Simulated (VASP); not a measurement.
# FeO (Fm-3m) in VASP: settings compared

Aim: see how the results for FeO move with the level of theory and the settings. Levels: LDA, BLYP+D4. Tasks: single point.

Everything below comes from runs of VASP 6.6.1. Logs are shortened: lines on timing, memory, paths and dates and some standing lists are left out, and cuts for length are marked.

### Step 1. The cell of the first run

The structure is cubic, space group Fm-3m (No. 225). The conventional cell has a = 4.311 Å, b = 4.311 Å, c = 4.311 Å, α = 90.00°, β = 90.00°, γ = 90.00°. Within 2.9 Å of Fe (site symmetry m-3m) lie 6 O at 2.16 Å. Within 2.9 Å of O (site symmetry m-3m) lie 6 Fe at 2.16 Å.

### Step 2. Single point, LDA, collinear spin, ferromagnetic start

The input, INCAR:

```
SYSTEM = FeO
ALGO = Normal
EDIFF = 1E-6
ENCUT = 700
GGA_COMPAT = .False.
ISIF = 2
ISMEAR = -1
ISPIN = 2
LASPH = .True.
LCHARG = .False.
LMAXMIX = 4
LORBIT = 11
LREAL = .False.
LWAVE = .False.
MAGMOM = 3 0
NBANDS = 22
NELM = 200
PREC = Accurate
SIGMA = 0.05
```

The input, KPOINTS:

```
k-points
0
Gamma
  11 11 11
  0 0 0
```

The input, POSCAR:

```
FeO
1.0
    0.0000000000      2.1554000000      2.1554000000
    2.1554000000      0.0000000000      2.1554000000
    2.1554000000      2.1554000000      0.0000000000
Fe O
1 1
Direct
    0.0000000000      0.0000000000      0.0000000000
    0.5000000000      0.5000000000      0.5000000000
```

Potentials or basis: VASP PAW LDA potentials, release 64 (Fe_sv, O).

Launch:

```
$ cat potpaw_LDA.64/Fe_sv/POTCAR potpaw_LDA.64/O/POTCAR > POTCAR
$ mpirun -np 1 vasp_std > vasp.out
```

OUTCAR:

```text
SYSTEM = FeO
   EDIFF = 1E-6
   ENCUT = 700
   ISIF = 2
   ISMEAR = -1
   ISPIN = 2
   LASPH = .True.
   LORBIT = 11
   LREAL = .False.
   NELM = 200
   PREC = Accurate

 ion  position               nearest neighbor table
   1  0.000  0.000  0.000-   2 2.16   2 2.16   2 2.16   2 2.16   2 2.16   2 2.16
   2  0.500  0.500  0.500-   1 2.16   1 2.16   1 2.16   1 2.16   1 2.16   1 2.16

  LATTYP: Found a face centered cubic cell.
 ALAT       =     4.3108000000

  Lattice vectors:

 A1 = (   0.0000000000,   2.1554000000,   2.1554000000)
 A2 = (   2.1554000000,   0.0000000000,   2.1554000000)
 A3 = (   2.1554000000,   2.1554000000,   0.0000000000)

Analysis of symmetry for initial positions (statically):
=====================================================================
 Subroutine PRICEL returns:
 Original cell was already a primitive cell.

 Routine SETGRP: Setting up the symmetry group for a
 face centered cubic supercell.

 Subroutine GETGRP returns: Found 48 space group operations
 (whereof 48 operations were pure point group operations)
 out of a pool of 48 trial point group operations.

The static configuration has the point symmetry O_h .

Analysis of symmetry for dynamics (positions and initial velocities):
=====================================================================
 Subroutine PRICEL returns:
 Original cell was already a primitive cell.

 Routine SETGRP: Setting up the symmetry group for a
 face centered cubic supercell.

 Subroutine GETGRP returns: Found 48 space group operations
 (whereof 48 operations were pure point group operations)
 out of a pool of 48 trial point group operations.

The dynamic configuration has the point symmetry O_h .

Analysis of structural, dynamic, and magnetic symmetry:
=====================================================================
 Subroutine PRICEL returns:
 Original cell was already a primitive cell.

 Routine SETGRP: Setting up the symmetry group for a
 face centered cubic supercell.

 Subroutine GETGRP returns: Found 48 space group operations
 (whereof 48 operations were pure point group operations)
 out of a pool of 48 trial point group operations.

The overall configuration has the point symmetry O_h .

 Subroutine INISYM returns: Found 48 space group operations
 (whereof 48 operations are pure point group operations),
 and found     1 'primitive' translations

----------------------------------------------------------------------------------------

[... 113 lines left out ...]
  volume/ion in A,a.u.               =      10.01        67.57
  Fermi-wavevector in a.u.,A,eV,Ry     =   1.689187  3.192101 38.822242  2.853354
  Thomas-Fermi vector in A             =   2.771359
   LORBIT       =     11    0 simple, 1 ext, 2 COOP (PROOUT), +10 PAW based schemes
   GGA     = CA    functional components
   LHFCALC =     F    Hartree Fock is set to
   AEXX    =    0.0000 exact exchange contribution
   IVDW    =     0    specifies the selected vdW correction
   LEPSILON=     F    determine dielectric tensor
   LRPA    =     F    only Hartree local field effects (RPA)
 spin polarized calculation
  energy-cutoff  :      700.00
  volume of cell :       20.03
 maximum number of plane-waves:       869
   NGX = 13   NGY = 13   NGZ = 13

 number of electron      21.9999992 magnetization       3.9939731

 Free energy of the ion-electron system (eV)
  ---------------------------------------------------
  ext. energy  EPLUGINS =         0.00000000
  ---------------------------------------------------
  free energy    TOTEN  =       -16.48932525 eV

  energy without entropy =      -16.47661516  energy(sigma->0) =      -16.48297020

 E-fermi :   9.2910     XC(G=0): -13.0346

 val. band max:        9.2891387881   @ k =  -0.3636   0.2727   0.0909
 cond. band min:       9.3021577674   @ k =  -0.1818   0.0909   0.0000
 fundamental gap:      0.0130189793
 Fermi energy:         9.2910360603

 spin component 1

 k-point     1 :       0.0000    0.0000    0.0000
  band No.  band energies     occupation
      1     -79.3426      1.00000
      2     -45.8868      1.00000
      3     -45.8868      1.00000
      4     -45.8868      1.00000
      5     -11.1338      1.00000
      6       5.4836      1.00000
[... 589 lines left out ...]
     21      35.5328      0.00000
     22      37.2732      0.00000

 [... further k-points ...]

 spin component 2

 k-point     1 :       0.0000    0.0000    0.0000
  band No.  band energies     occupation
      1     -75.5127      1.00000
      2     -42.1717      1.00000
      3     -42.1717      1.00000
      4     -42.1717      1.00000
      5     -10.5662      1.00000
      6       6.0856      1.00000
[... 589 lines left out ...]
     21      36.3227      0.00000
     22      38.1021      0.00000

 [... further k-points ...]

------------------------ aborting loop because EDIFF is reached ----------------------------------------

  FORCE on cell =-STRESS in cart. coord.  units (eV):
  Direction    XX          YY          ZZ          XY          YZ          ZX
  --------------------------------------------------------------------------------------
  -------------------------------------------------------------------------------------
  Total       -2.0577052     -2.0577052     -2.0577052      0.0000000      0.0000000      0.0000000
  in kB     -164.6190594   -164.6190594   -164.6190594      0.0000000      0.0000000      0.0000000
  external PRESSURE =    -164.6190594 kB  Pullay stress =       0.0000000 kB

 VOLUME and BASIS-vectors are now :
 -----------------------------------------------------------------------------
  energy-cutoff  :      700.00
  volume of cell :       20.03
      direct lattice vectors                 reciprocal lattice vectors
     0.000000000  2.155400000  2.155400000    -0.231975503  0.231975503  0.231975503
     2.155400000  0.000000000  2.155400000     0.231975503 -0.231975503  0.231975503
     2.155400000  2.155400000  0.000000000     0.231975503  0.231975503 -0.231975503

 POSITION                                       TOTAL-FORCE (eV/Angst)
 -----------------------------------------------------------------------------------
      0.00000      0.00000      0.00000        -0.000000     -0.000000     -0.000000
      2.15540      2.15540      2.15540         0.000000      0.000000      0.000000
 -----------------------------------------------------------------------------------
    total drift:                                0.000000      0.000000      0.000000

  FREE ENERGIE OF THE ION-ELECTRON SYSTEM (eV)
  ---------------------------------------------------
  free  energy   TOTEN  =       -16.4893252502 eV

  energy  without entropy=      -16.4766151572  energy(sigma->0) =      -16.48297020

 total charge

# of ion       s       p       d       tot
------------------------------------------
    1        2.104   5.996   5.521  13.622
    2        1.540   3.414   0.000   4.953
--------------------------------------------------
tot          3.644   9.410   5.521  18.575

 magnetization (x)

# of ion       s       p       d       tot
------------------------------------------
    1        0.014   0.009   3.407   3.430
    2        0.030   0.282   0.000   0.312
--------------------------------------------------
tot          0.044   0.292   3.407   3.743
```

OSZICAR:

```text
N       E                     dE             d eps       ncg     rms          rms(c)
DAV:   1     0.334855926628E+03    0.33486E+03   -0.13950E+04  4984   0.159E+03
DAV:   2     0.968024613162E+00   -0.33389E+03   -0.31506E+03  5078   0.505E+02
DAV:   3    -0.186931568886E+02   -0.19661E+02   -0.19317E+02  5962   0.139E+02
DAV:   4    -0.190577356506E+02   -0.36458E+00   -0.36447E+00  5528   0.206E+01
DAV:   5    -0.190683486779E+02   -0.10613E-01   -0.10613E-01  6032   0.369E+00    0.163E+01
DAV:   6    -0.172443534859E+02    0.18240E+01   -0.15914E+01  7902   0.582E+01    0.247E+01
DAV:   7    -0.165302416849E+02    0.71411E+00   -0.32289E+00  7124   0.357E+01    0.102E+01
DAV:   8    -0.165115739191E+02    0.18668E-01   -0.15556E-01  5984   0.373E+00    0.585E+00
DAV:   9    -0.164943104361E+02    0.17263E-01   -0.65542E-02  8104   0.365E+00    0.140E+00
DAV:  10    -0.164887241949E+02    0.55862E-02   -0.24055E-02  7928   0.246E+00    0.316E-01
DAV:  11    -0.164893354996E+02   -0.61130E-03   -0.24651E-03  6580   0.431E-01    0.126E-01
DAV:  12    -0.164893237623E+02    0.11737E-04   -0.65375E-05  6784   0.101E-01    0.577E-02
DAV:  13    -0.164893275238E+02   -0.37615E-05   -0.68140E-05  6594   0.780E-02    0.183E-02
DAV:  14    -0.164893253285E+02    0.21953E-05   -0.37356E-06  6250   0.213E-02    0.627E-03
DAV:  15    -0.164893252502E+02    0.78297E-07   -0.15049E-06  5006   0.868E-03
   1 F= -.16489325E+02 E0= -.16482970E+02  d E =-.127101E-01  mag=     3.9942
```

stdout:

```text
POSCAR found type information on POSCAR FeO
 POSCAR found :  2 types and       2 ions
 scaLAPACK will be used
 LDA part: xc-table for (Slater(with rela. corr.)+CA(PZ))
 , standard interpolation
 POSCAR, INCAR and KPOINTS ok, starting setup
 FFT: planning ... GRIDC
 FFT: planning ... GRID_SOFT
 FFT: planning ... GRID
 WAVECAR not read
 entering main loop
```

Wall time 81 s (1 thread of Intel Xeon Platinum 8559C (Emerald Rapids), shared host); peak memory 0.18 GiB.

What came out:

```yaml
Free_energy: -16.4893 eV
Pressure: -16.5 GPa
Band_gap_on_the_k_mesh: zero (filled and empty bands overlap)
Net_moment: 3.99 μB per cell
Site_moments: Fe +3.43; O +0.31 μB
Valence_electrons_inside_the_program's_atomic_spheres: Fe 13.62; O 4.95
```

Levels at points of the mesh, in eV from the Fermi level:
Spin up:
| k point | band 9 | band 10 | band 11 | band 12 | band 13 | band 14 | band 15 | band 16 | band 17 | band 18 |
| --- | --- | --- | --- | --- | --- | --- | --- | --- | --- | --- |
| (0.00, 0.00, 0.00) | -3.62 | -3.62 | -3.62 | -3.35 | -3.35 | 0.18 | 15.20 | 16.94 | 16.94 | 16.94 |
Spin down:
| k point | band 6 | band 7 | band 8 | band 9 | band 10 | band 11 | band 12 | band 13 |
| --- | --- | --- | --- | --- | --- | --- | --- | --- |
| (0.00, 0.00, 0.00) | -3.21 | -3.21 | -3.21 | -0.74 | -0.74 | -0.74 | -0.01 | -0.01 |

Caveat: the cell stands under tension; a cell with one magnetic atom can't hold antiferromagnetic order, which such compounds often take; semilocal functionals often make such compounds metallic where correlation or magnetic order opens a gap, which also shifts bond lengths. With open d or f shells a metallic result of LDA can be an artefact of self-interaction; +U or a hybrid may open a gap.

### Step 3. Single point, BLYP+D4, collinear spin, ferromagnetic start

This run uses another cell than the first one, of 10.41 Å³/atom.

The input, INCAR:

```
SYSTEM = FeO
PREC = Accurate
ENCUT = 700
EDIFF = 1E-6
ISMEAR = -1
SIGMA = 0.05
LREAL = .False.
LASPH = .True.
NELM = 200
ALGO = Normal
ISIF = 2
LWAVE = .False.
LCHARG = .True.
ISPIN = 2
MAGMOM = 3 0
LORBIT = 11
LMAXMIX = 4
GGA = B5
ALDAX = 1.0
AGGAX = 1.0
AGGAC = 1.0
ALDAC = 0.0
IVDW = 13
VDW_S6 = 1.0
VDW_S8 = 2.34076671
VDW_A1 = 0.44488865
VDW_A2 = 4.0933009
LELF = .True.
LVHAR = .True.
NBANDS = 22
GGA_COMPAT = .False.
```

The input, KPOINTS:

```
Automatic mesh
0
Gamma
  11 11 11
  0 0 0
```

The input, POSCAR:

```
FeO
1.0
    0.0000000000      2.1837637790      2.1837637790
    2.1837637790      0.0000000000      2.1837637790
    2.1837637790      2.1837637790      0.0000000000
Fe O
1 1
Direct
    0.0000000000      0.0000000000      0.0000000000
    0.5000000000      0.5000000000      0.5000000000
```

Potentials or basis: VASP PAW PBE potentials, release 64 (Fe_sv, O).

Launch:

```
$ cat potpaw_PBE.64/Fe_sv/POTCAR potpaw_PBE.64/O/POTCAR > POTCAR
$ mpirun -np 1 vasp_std > vasp.out
```

OUTCAR:

```text
SYSTEM = FeO
   PREC = Accurate
   ENCUT = 700
   EDIFF = 1E-6
   ISMEAR = -1
   LREAL = .False.
   LASPH = .True.
   NELM = 200
   ISIF = 2
   ISPIN = 2
   LORBIT = 11
   GGA = B5
   IVDW = 13

 ion  position               nearest neighbor table
   1  0.000  0.000  0.000-   2 2.18   2 2.18   2 2.18   2 2.18   2 2.18   2 2.18
   2  0.500  0.500  0.500-   1 2.18   1 2.18   1 2.18   1 2.18   1 2.18   1 2.18

  LATTYP: Found a face centered cubic cell.
 ALAT       =     4.3675275580

  Lattice vectors:

 A1 = (   0.0000000000,   2.1837637790,   2.1837637790)
 A2 = (   2.1837637790,   0.0000000000,   2.1837637790)
 A3 = (   2.1837637790,   2.1837637790,   0.0000000000)

Analysis of symmetry for initial positions (statically):
=====================================================================
 Subroutine PRICEL returns:
 Original cell was already a primitive cell.

 Routine SETGRP: Setting up the symmetry group for a
 face centered cubic supercell.

 Subroutine GETGRP returns: Found 48 space group operations
 (whereof 48 operations were pure point group operations)
[... 1389 lines left out ...]

 [... further k-points ...]

------------------------ aborting loop because EDIFF is reached ----------------------------------------

  DFT-D4 for vdW energy calculation

  Edisp (eV):   -1.24335

  FORCE on cell =-STRESS in cart. coord.  units (eV):
  Direction    XX          YY          ZZ          XY          YZ          ZX
  --------------------------------------------------------------------------------------
  -------------------------------------------------------------------------------------
  Total      -1.21658    -1.21658    -1.21658     0.00000     0.00000     0.00000
  in kB     -93.58479   -93.58479   -93.58479     0.00000     0.00000     0.00000
  external pressure =      -93.58 kB  Pullay stress =        0.00 kB

 VOLUME and BASIS-vectors are now :
 -----------------------------------------------------------------------------
  energy-cutoff  :      700.00
  volume of cell :       20.83
      direct lattice vectors                 reciprocal lattice vectors
     0.000000000  2.183763779  2.183763779    -0.228962493  0.228962493  0.228962493
     2.183763779  0.000000000  2.183763779     0.228962493 -0.228962493  0.228962493
     2.183763779  2.183763779  0.000000000     0.228962493  0.228962493 -0.228962493

 POSITION                                       TOTAL-FORCE (eV/Angst)
 -----------------------------------------------------------------------------------
      0.00000      0.00000      0.00000         0.000000     -0.000000     -0.000000
      2.18376      2.18376      2.18376        -0.000000      0.000000      0.000000
 -----------------------------------------------------------------------------------
    total drift:                                0.000000      0.000000      0.000000

  FREE ENERGIE OF THE ION-ELECTRON SYSTEM (eV)
  ---------------------------------------------------
  free  energy   TOTEN  =       -15.2410810549 eV

  energy  without entropy=      -15.2281157607  energy(sigma->0) =      -15.23459841

 total charge

# of ion       s       p       d       tot
------------------------------------------
    1        2.099   5.989   5.537  13.625
    2        1.544   3.445   0.000   4.989
--------------------------------------------------
tot          3.643   9.434   5.537  18.614

 magnetization (x)

# of ion       s       p       d       tot
------------------------------------------
    1        0.013   0.009   3.439   3.462
    2        0.029   0.281   0.000   0.310
--------------------------------------------------
tot          0.042   0.290   3.439   3.772
```

Run time: 62 s. Hardware: 1 thread of Intel Xeon Platinum 8488C (Sapphire Rapids), shared host; peak memory 0.2 GiB.

Results:

| Quantity | Value |
| --- | --- |
| Free energy | -15.2411 eV |
| Pressure | -9.4 GPa |
| Band gap on the k mesh | zero (filled and empty bands overlap) |
| Net moment | 4.00 μB per cell |
| Site moments | Fe +3.46; O +0.31 μB |
| Valence electrons inside the program's atomic spheres | Fe 13.62; O 4.99 |
| Dispersion energy per atom | -0.622 eV |

Levels at points of the mesh, in eV from the Fermi level:
Spin up:
| k point | band 11 | band 12 | band 13 | band 14 | band 15 | band 16 |
| --- | --- | --- | --- | --- | --- | --- |
| (0.00, 0.00, 0.00) | -3.66 | -3.49 | -3.49 | 0.23 | 15.92 | 17.07 |
Spin down:
```csv
k point,band 5,band 6,band 7,band 8,band 9,band 10,band 11,band 12,band 13,band 14
"(0.00, 0.00, 0.00)",-19.74,-3.11,-3.11,-3.11,-0.68,-0.68,-0.68,0.21,0.21,0.94
```

Caveat: the cell stands under tension; the PAW data sets were made with another functional, which shifts forces and pressure a little; a cell with one magnetic atom can't hold antiferromagnetic order, which such compounds often take; semilocal functionals often make such compounds metallic where correlation or magnetic order opens a gap, which also shifts bond lengths.

The gap in the log of VASP goes by the Fermi energy; the results here count the filled bands.